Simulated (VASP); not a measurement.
# TePb (Pm-3m) in VASP: notebook, part 2 of 3

VASP 6.6.1.

### 3 Electric field gradients, PBE (31.41 Å³/atom)

This run uses another cell than the first one, of 31.41 Å³/atom.

The input, INCAR:

```
SYSTEM = TePb
PREC = Accurate ; ENCUT = 520
EDIFF = 1E-8 ; ISMEAR = -1
SIGMA = 0.08 ; LREAL = .False.
LASPH = .True. ; NELM = 60
ALGO = Normal ; ISIF = 2
LWAVE = .False. ; LCHARG = .False.
GGA = PE ; LEFG = .True.
NBANDS = 17
```

The input, KPOINTS:

```
Automatic mesh
0
Gamma
  10 10 10
  0 0 0
```

The input, POSCAR:

```
TePb
1.0
    3.9754252041      0.0000000000      0.0000000000
    0.0000000000      3.9754252041      0.0000000000
    0.0000000000      0.0000000000      3.9754252041
Te Pb
1 1
Direct
    0.5000000000      0.5000000000      0.5000000000
    0.0000000000      0.0000000000      0.0000000000
```

Potentials or basis: VASP PAW PBE potentials, release 64 (Te, Pb_d).

Run with:

```
cat potpaw_PBE.64/Te/POTCAR potpaw_PBE.64/Pb_d/POTCAR > POTCAR
mpirun -np 1 vasp_std > vasp.out
```

OUTCAR:

```text
SYSTEM = TePb
   PREC = Accurate
   ENCUT = 520
   EDIFF = 1E-8
   ISMEAR = -1
   LREAL = .False.
   LASPH = .True.
   NELM = 60
   ISIF = 2
   GGA = PE

 ion  position               nearest neighbor table
   1  0.500  0.500  0.500-   2 3.44   2 3.44   2 3.44   2 3.44   2 3.44   2 3.44   2 3.44   2 3.44

   2  0.000  0.000  0.000-   1 3.44   1 3.44   1 3.44   1 3.44   1 3.44   1 3.44   1 3.44   1 3.44

  LATTYP: Found a simple cubic cell.
 ALAT       =     3.9754252041

  Lattice vectors:

 A1 = (   3.9754252041,   0.0000000000,   0.0000000000)
 A2 = (   0.0000000000,   3.9754252041,   0.0000000000)
 A3 = (   0.0000000000,   0.0000000000,   3.9754252041)

Analysis of symmetry for initial positions (statically):
=====================================================================
 Subroutine PRICEL returns:
 Original cell was already a primitive cell.

 Routine SETGRP: Setting up the symmetry group for a
 simple cubic supercell.

 Subroutine GETGRP returns: Found 48 space group operations
 (whereof 48 operations were pure point group operations)
 out of a pool of 48 trial point group operations.

The static configuration has the point symmetry O_h .

Analysis of symmetry for dynamics (positions and initial velocities):
=====================================================================
 Subroutine PRICEL returns:
 Original cell was already a primitive cell.

 Routine SETGRP: Setting up the symmetry group for a
 simple cubic supercell.

 Subroutine GETGRP returns: Found 48 space group operations
 (whereof 48 operations were pure point group operations)
 out of a pool of 48 trial point group operations.

The dynamic configuration has the point symmetry O_h .

[... 150 lines left out ...]
 fundamental gap:      0.0840631050
 Fermi energy:         6.5367403396

 k-point     1 :       0.0000    0.0000    0.0000
  band No.  band energies     occupation
      1     -10.5152      2.00000
      2     -10.5152      2.00000
      3     -10.4273      2.00000
      4     -10.4273      2.00000
      5     -10.4273      2.00000
      6      -5.6880      2.00000
[... 457 lines left out ...]
      4     -10.4479      2.00000
      5     -10.4309      2.00000
      6      -4.8405      2.00000
[... 9 lines left out ...]
     16      15.4453      0.00000
     17      15.4820      0.00000

 [... further k-points ...]
[... 5 lines left out ...]
  --------------------------------------------------------------------------------------
  -------------------------------------------------------------------------------------
  Total        0.2163052      0.2163052      0.2163052      0.0000000      0.0000000      0.0000000
  in kB        5.5160326      5.5160326      5.5160326      0.0000000      0.0000000      0.0000000
  external PRESSURE =       5.5160326 kB  Pullay stress =       0.0000000 kB

 VOLUME and BASIS-vectors are now :
 -----------------------------------------------------------------------------
  energy-cutoff  :      520.00
  volume of cell :       62.83
      direct lattice vectors                 reciprocal lattice vectors
     3.975425204  0.000000000  0.000000000     0.251545419  0.000000000  0.000000000
     0.000000000  3.975425204  0.000000000     0.000000000  0.251545419  0.000000000
     0.000000000  0.000000000  3.975425204     0.000000000  0.000000000  0.251545419

 POSITION                                       TOTAL-FORCE (eV/Angst)
 -----------------------------------------------------------------------------------
      1.98771      1.98771      1.98771         0.000000      0.000000      0.000000
      0.00000      0.00000      0.00000         0.000000      0.000000      0.000000
 -----------------------------------------------------------------------------------
    total drift:                                0.000000     -0.000000     -0.000000

  FREE ENERGIE OF THE ION-ELECTRON SYSTEM (eV)
  ---------------------------------------------------
  free  energy   TOTEN  =        -7.0786453672 eV

  energy  without entropy=       -7.0526385707  energy(sigma->0) =       -7.06564197

 Electric field gradients (V/A^2)
---------------------------------------------------------------------
 ion       V_xx      V_yy      V_zz      V_xy      V_xz      V_yz
---------------------------------------------------------------------
   1       0.000     0.000    -0.000     0.000    -0.000    -0.000
   2       0.000     0.000     0.000    -0.000     0.000    -0.000
---------------------------------------------------------------------

 Electric field gradients after diagonalization (V/A^2)
 (convention: |V_zz| > |V_xx| > |V_yy|)
----------------------------------------------------------------------
 ion       V_xx      V_yy      V_zz     asymmetry (V_yy - V_xx)/ V_zz
----------------------------------------------------------------------
   1       0.000     0.000    -0.000       0.353
   2       0.000     0.000     0.000      -0.095
----------------------------------------------------------------------

           NMR quadrupolar parameters

 Cq : quadrupolar parameter    Cq=e*Q*V_zz/h
 eta: asymmetry parameters     (V_yy - V_xx)/ V_zz
 Q  : nuclear electric quadrupole moment in mb (millibarn)
----------------------------------------------------------------------
 ion       Cq(MHz)       eta       Q (mb)
----------------------------------------------------------------------
   1      -0.000       0.353       1.000
   2       0.000      -0.095       1.000
----------------------------------------------------------------------
```

OSZICAR:

```text
N       E                     dE             d eps       ncg     rms          rms(c)
DAV:   1     0.148557213328E+03    0.14856E+03   -0.91892E+03  1904   0.115E+03
DAV:   2     0.280653864198E+01   -0.14575E+03   -0.14166E+03  1987   0.298E+02
DAV:   3    -0.699747317984E+01   -0.98040E+01   -0.96152E+01  2515   0.821E+01
DAV:   4    -0.724915858514E+01   -0.25169E+00   -0.25138E+00  2505   0.144E+01
DAV:   5    -0.725863817547E+01   -0.94796E-02   -0.94791E-02  2716   0.251E+00    0.372E+00
DAV:   6    -0.707895307684E+01    0.17969E+00   -0.43459E-01  2681   0.442E+00    0.237E+00
DAV:   7    -0.707861515915E+01    0.33792E-03   -0.42862E-02  2268   0.986E-01    0.115E+00
DAV:   8    -0.707861971318E+01   -0.45540E-05   -0.37919E-03  2245   0.611E-01    0.126E-01
DAV:   9    -0.707862590658E+01   -0.61934E-05   -0.40924E-04  2792   0.130E-01    0.560E-02
DAV:  10    -0.707864537845E+01   -0.19472E-04   -0.46574E-05  2139   0.385E-02    0.776E-03
DAV:  11    -0.707864564619E+01   -0.26773E-06   -0.37015E-06  2683   0.107E-02    0.247E-03
DAV:  12    -0.707864536770E+01    0.27849E-06   -0.46116E-07  2466   0.733E-03    0.162E-03
DAV:  13    -0.707864536717E+01    0.52205E-09   -0.12816E-08  2005   0.723E-04
   1 F= -.70786454E+01 E0= -.70656420E+01  d E =-.260068E-01
```

stdout:

```text
POSCAR found type information on POSCAR TePb
 POSCAR found :  2 types and       2 ions
 scaLAPACK will be used
 LDA part: xc-table for (Slater+PW92), standard interpolation
 POSCAR, INCAR and KPOINTS ok, starting setup
 FFT: planning ... GRIDC
 FFT: planning ... GRID_SOFT
 FFT: planning ... GRID
 WAVECAR not read
 entering main loop
ion   1

ion   2
```

Wall time 73 s (1 thread of Intel Xeon 8259CL, shared host); peak memory 0.21 GiB.

Results:

* Free energy: -7.0786 eV
* Pressure: 0.6 GPa
* Band gap on the k mesh: zero (bands 10 and 11 overlap by 1.30 eV)
* Largest electric field gradient by atom: zero within the noise of the run

Caveat: spin-orbit coupling is left out, which moves the levels of the heavy elements.

### 4 Electric field gradients, PBE

This run uses another cell than the first one, of 32.05 Å³/atom.

The input, INCAR:

```
PREC = Accurate
ENCUT = 520
EDIFF = 1E-8
ISMEAR = -1
SIGMA = 0.08
LREAL = False
LASPH = True
NELM = 100
ALGO = Normal
ISIF = 2
LWAVE = False
LCHARG = False
GGA = PE
LEFG = True
NBANDS = 17
```

The input, KPOINTS:

```
Automatic mesh
0
Gamma
  10 10 10
```

The input, POSCAR:

```
TePb
1.0
    4.0022870000      0.0000000000      0.0000000000
    0.0000000000      4.0022870000      0.0000000000
    0.0000000000      0.0000000000      4.0022870000
Te Pb
1 1
Direct
    0.5000000000      0.5000000000      0.5000000000
    0.0000000000      0.0000000000      0.0000000000
```

Potentials or basis: VASP PAW PBE potentials, release 64 (Te, Pb_d).

Run with:

```
cat potpaw_PBE.64/Te/POTCAR potpaw_PBE.64/Pb_d/POTCAR > POTCAR
mpirun -np 1 vasp_std > vasp.out
```

OUTCAR:

```text
PREC = Accurate
   ENCUT = 520
   EDIFF = 1E-8
   ISMEAR = -1
   LREAL = False
   LASPH = True
   NELM = 100
   ISIF = 2
   GGA = PE

 ion  position               nearest neighbor table
   1  0.500  0.500  0.500-   2 3.47   2 3.47   2 3.47   2 3.47   2 3.47   2 3.47   2 3.47   2 3.47

   2  0.000  0.000  0.000-   1 3.47   1 3.47   1 3.47   1 3.47   1 3.47   1 3.47   1 3.47   1 3.47

  LATTYP: Found a simple cubic cell.
 ALAT       =     4.0022870000

  Lattice vectors:

 A1 = (   4.0022870000,   0.0000000000,   0.0000000000)
 A2 = (   0.0000000000,   4.0022870000,   0.0000000000)
 A3 = (   0.0000000000,   0.0000000000,   4.0022870000)

Analysis of symmetry for initial positions (statically):
=====================================================================
 Subroutine PRICEL returns:
 Original cell was already a primitive cell.

 Routine SETGRP: Setting up the symmetry group for a
 simple cubic supercell.

 Subroutine GETGRP returns: Found 48 space group operations
 (whereof 48 operations were pure point group operations)
 out of a pool of 48 trial point group operations.

The static configuration has the point symmetry O_h .

Analysis of symmetry for dynamics (positions and initial velocities):
=====================================================================
 Subroutine PRICEL returns:
 Original cell was already a primitive cell.

 Routine SETGRP: Setting up the symmetry group for a
 simple cubic supercell.

 Subroutine GETGRP returns: Found 48 space group operations
 (whereof 48 operations were pure point group operations)
 out of a pool of 48 trial point group operations.

[... 151 lines left out ...]
 cond. band min:       6.3335968187   @ k =   0.5000   0.2000   0.0000
 fundamental gap:      0.0320501018
 Fermi energy:         6.3093852597

 k-point     1 :       0.0000    0.0000    0.0000
  band No.  band energies     occupation
      1     -10.7550      2.00000
      2     -10.7550      2.00000
      3     -10.6725      2.00000
      4     -10.6725      2.00000
      5     -10.6725      2.00000
      6      -5.7866      2.00000
[... 457 lines left out ...]
      4     -10.6914      2.00000
      5     -10.6758      2.00000
      6      -4.9654      2.00000
[... 9 lines left out ...]
     16      15.1476      0.00000
     17      15.2037      0.00000

 [... further k-points ...]
[... 5 lines left out ...]
  --------------------------------------------------------------------------------------
  -------------------------------------------------------------------------------------
  Total       -0.1105632     -0.1105632     -0.1105632      0.0000000      0.0000000     -0.0000000
  in kB       -2.7631005     -2.7631005     -2.7631005      0.0000000      0.0000000     -0.0000000
  external PRESSURE =      -2.7631005 kB  Pullay stress =       0.0000000 kB

 VOLUME and BASIS-vectors are now :
 -----------------------------------------------------------------------------
  energy-cutoff  :      520.00
  volume of cell :       64.11
      direct lattice vectors                 reciprocal lattice vectors
     4.002287000  0.000000000  0.000000000     0.249857144  0.000000000  0.000000000
     0.000000000  4.002287000  0.000000000     0.000000000  0.249857144  0.000000000
     0.000000000  0.000000000  4.002287000     0.000000000  0.000000000  0.249857144

 POSITION                                       TOTAL-FORCE (eV/Angst)
 -----------------------------------------------------------------------------------
      2.00114      2.00114      2.00114         0.000000      0.000000      0.000000
      0.00000      0.00000      0.00000         0.000000      0.000000      0.000000
 -----------------------------------------------------------------------------------
    total drift:                                0.000000     -0.000000     -0.000000

  FREE ENERGIE OF THE ION-ELECTRON SYSTEM (eV)
  ---------------------------------------------------
  free  energy   TOTEN  =        -7.0800049298 eV

  energy  without entropy=       -7.0540252901  energy(sigma->0) =       -7.06701511

 Electric field gradients (V/A^2)
---------------------------------------------------------------------
 ion       V_xx      V_yy      V_zz      V_xy      V_xz      V_yz
---------------------------------------------------------------------
   1      -0.000    -0.000    -0.000    -0.000     0.000     0.000
   2       0.000     0.000    -0.000    -0.000     0.000     0.000
---------------------------------------------------------------------

 Electric field gradients after diagonalization (V/A^2)
 (convention: |V_zz| > |V_xx| > |V_yy|)
----------------------------------------------------------------------
 ion       V_xx      V_yy      V_zz     asymmetry (V_yy - V_xx)/ V_zz
----------------------------------------------------------------------
   1      -0.000    -0.000    -0.000      -0.083
   2       0.000     0.000    -0.000       0.142
----------------------------------------------------------------------

           NMR quadrupolar parameters

 Cq : quadrupolar parameter    Cq=e*Q*V_zz/h
 eta: asymmetry parameters     (V_yy - V_xx)/ V_zz
 Q  : nuclear electric quadrupole moment in mb (millibarn)
----------------------------------------------------------------------
 ion       Cq(MHz)       eta       Q (mb)
----------------------------------------------------------------------
   1      -0.000      -0.083       1.000
   2      -0.000       0.142       1.000
----------------------------------------------------------------------
```

stdout:

```text
POSCAR found type information on POSCAR TePb
 POSCAR found :  2 types and       2 ions
 scaLAPACK will be used
 LDA part: xc-table for (Slater+PW92), standard interpolation
 POSCAR, INCAR and KPOINTS ok, starting setup
 FFT: planning ... GRIDC
 FFT: planning ... GRID_SOFT
 FFT: planning ... GRID
 WAVECAR not read
 entering main loop
ion   1

ion   2
```

Run time: 95 s. Hardware: 1 thread of Intel Xeon 8259CL, shared host; peak memory 0.21 GiB.

What came out:

| Quantity | Value |
| --- | --- |
| Free energy | -7.0800 eV |
| Pressure | -0.3 GPa |
| Band gap on the k mesh | zero (bands 10 and 11 overlap by 1.24 eV) |
| Largest electric field gradient by atom | zero within the noise of the run |

Levels at points of the mesh, in eV from the Fermi level:
```csv
k point,band 8,band 9,band 10,band 11,band 12,band 13
"(0.00, 0.00, 0.00)",-1.50,-1.50,-1.50,4.08,4.08,5.31
"(0.50, 0.00, 0.00)",-0.71,-0.10,-0.10,0.27,2.41,2.41
"(0.50, 0.50, 0.00)",-4.32,-4.32,0.28,3.60,3.78,3.78
"(0.50, 0.50, 0.50)",-2.41,-2.41,-2.41,-0.96,-0.96,-0.96
```

Caveat: spin-orbit coupling is left out, which moves the levels of the heavy elements.

### 5 Electric field gradients, PBE

This run uses another cell than the first one, of 32.05 Å³/atom.

The input, INCAR:

```
SYSTEM = TePb
ALGO = Normal
EDIFF = 1E-8
ENCUT = 520
GGA = PE
ISIF = 2
ISMEAR = -1
LASPH = .TRUE.
LCHARG = .FALSE.
LEFG = .TRUE.
LREAL = .FALSE.
LWAVE = .FALSE.
NBANDS = 17
NELM = 60
PREC = Accurate
SIGMA = 0.08
```

The input, KPOINTS:

```
k-points
0
G
  10 10 10
  0 0 0
```

POSCAR is that of step 4.

Potentials or basis: VASP PAW PBE potentials, release 64 (Te, Pb_d).

Run with:

```
cat potpaw_PBE.64/Te/POTCAR potpaw_PBE.64/Pb_d/POTCAR > POTCAR
mpirun -np 1 vasp_std > vasp.out
```

OUTCAR:

```text
SYSTEM = TePb
   EDIFF = 1E-8
   ENCUT = 520
   GGA = PE
   ISIF = 2
   ISMEAR = -1
   LASPH = .TRUE.
   LREAL = .FALSE.
   NELM = 60
   PREC = Accurate

 ion  position               nearest neighbor table
   1  0.500  0.500  0.500-   2 3.47   2 3.47   2 3.47   2 3.47   2 3.47   2 3.47   2 3.47   2 3.47

   2  0.000  0.000  0.000-   1 3.47   1 3.47   1 3.47   1 3.47   1 3.47   1 3.47   1 3.47   1 3.47

  LATTYP: Found a simple cubic cell.
 ALAT       =     4.0022870000

  Lattice vectors:

 A1 = (   4.0022870000,   0.0000000000,   0.0000000000)
[... 694 lines left out ...]
  free  energy   TOTEN  =        -7.0800049298 eV

  energy  without entropy=       -7.0540252901  energy(sigma->0) =       -7.06701511

 Electric field gradients (V/A^2)
---------------------------------------------------------------------
 ion       V_xx      V_yy      V_zz      V_xy      V_xz      V_yz
---------------------------------------------------------------------
   1      -0.000    -0.000    -0.000    -0.000     0.000     0.000
   2       0.000     0.000    -0.000    -0.000     0.000     0.000
---------------------------------------------------------------------

 Electric field gradients after diagonalization (V/A^2)
 (convention: |V_zz| > |V_xx| > |V_yy|)
----------------------------------------------------------------------
 ion       V_xx      V_yy      V_zz     asymmetry (V_yy - V_xx)/ V_zz
----------------------------------------------------------------------
   1      -0.000    -0.000    -0.000      -0.083
   2       0.000     0.000    -0.000       0.142
----------------------------------------------------------------------

           NMR quadrupolar parameters

 Cq : quadrupolar parameter    Cq=e*Q*V_zz/h
 eta: asymmetry parameters     (V_yy - V_xx)/ V_zz
 Q  : nuclear electric quadrupole moment in mb (millibarn)
----------------------------------------------------------------------
 ion       Cq(MHz)       eta       Q (mb)
----------------------------------------------------------------------
   1      -0.000      -0.083       1.000
   2      -0.000       0.142       1.000
----------------------------------------------------------------------
```

OSZICAR:

```text
N       E                     dE             d eps       ncg     rms          rms(c)
DAV:   1     0.151110832368E+03    0.15111E+03   -0.91557E+03  1904   0.115E+03
DAV:   2     0.305393251381E+01   -0.14806E+03   -0.14337E+03  2005   0.297E+02
DAV:   3    -0.700242236818E+01   -0.10056E+02   -0.98787E+01  2464   0.829E+01
DAV:   4    -0.726745023312E+01   -0.26503E+00   -0.26465E+00  2603   0.146E+01
DAV:   5    -0.727549269161E+01   -0.80425E-02   -0.80420E-02  2677   0.224E+00    0.359E+00
DAV:   6    -0.708018213577E+01    0.19531E+00   -0.47517E-01  2709   0.449E+00    0.228E+00
DAV:   7    -0.707999351482E+01    0.18862E-03   -0.45539E-02  2238   0.101E+00    0.113E+00
DAV:   8    -0.707999856556E+01   -0.50507E-05   -0.43032E-03  2242   0.644E-01    0.124E-01
DAV:   9    -0.707998243311E+01    0.16132E-04   -0.52765E-04  2808   0.144E-01    0.643E-02
DAV:  10    -0.708000619427E+01   -0.23761E-04   -0.59166E-05  2135   0.421E-02    0.746E-03
DAV:  11    -0.708000523282E+01    0.96145E-06   -0.92696E-06  2640   0.169E-02    0.262E-03
DAV:  12    -0.708000500155E+01    0.23127E-06   -0.93707E-07  2469   0.101E-02    0.207E-03
DAV:  13    -0.708000498822E+01    0.13334E-07   -0.27724E-08  2408   0.129E-03    0.599E-04
DAV:  14    -0.708000492745E+01    0.60762E-07   -0.62204E-09  1365   0.725E-04    0.277E-04
DAV:  15    -0.708000492976E+01   -0.23076E-08   -0.70098E-10  1172   0.288E-04
   1 F= -.70800049E+01 E0= -.70670151E+01  d E =-.259796E-01
```

stdout:

```text
POSCAR found type information on POSCAR TePb
 POSCAR found :  2 types and       2 ions
 scaLAPACK will be used
 LDA part: xc-table for (Slater+PW92), standard interpolation
 POSCAR, INCAR and KPOINTS ok, starting setup
 FFT: planning ... GRIDC
 FFT: planning ... GRID_SOFT
 FFT: planning ... GRID
 WAVECAR not read
 entering main loop
ion   1

ion   2
```

Run time: 89 s. Hardware: 1 thread of Intel Xeon 8259CL, shared host; peak memory 0.21 GiB.

Results:

| Item | Value |
| --- | --- |
| Free energy | -7.0800 eV |
| Pressure | -0.3 GPa |
| Band gap on the k mesh | zero (bands 10 and 11 overlap by 1.24 eV) |
| Largest electric field gradient by atom | zero within the noise of the run |

Levels at points of the mesh, in eV from the Fermi level:
```
           k point  band 7  band 8  band 9  band 10  band 11  band 12  band 13  band 14
(0.00, 0.00, 0.00)   -6.70   -1.50   -1.50    -1.50     4.08     4.08     5.31     5.31
(0.50, 0.00, 0.00)   -8.97   -0.71   -0.10    -0.10     0.27     2.41     2.41     5.41
(0.50, 0.50, 0.00)   -7.83   -4.32   -4.32     0.28     3.60     3.78     3.78     6.09
(0.50, 0.50, 0.50)   -7.08   -2.41   -2.41    -2.41    -0.96    -0.96    -0.96    13.62
```

Caveat: spin-orbit coupling is left out, which moves the levels of the heavy elements.

(Continued in part 3 of 3.)
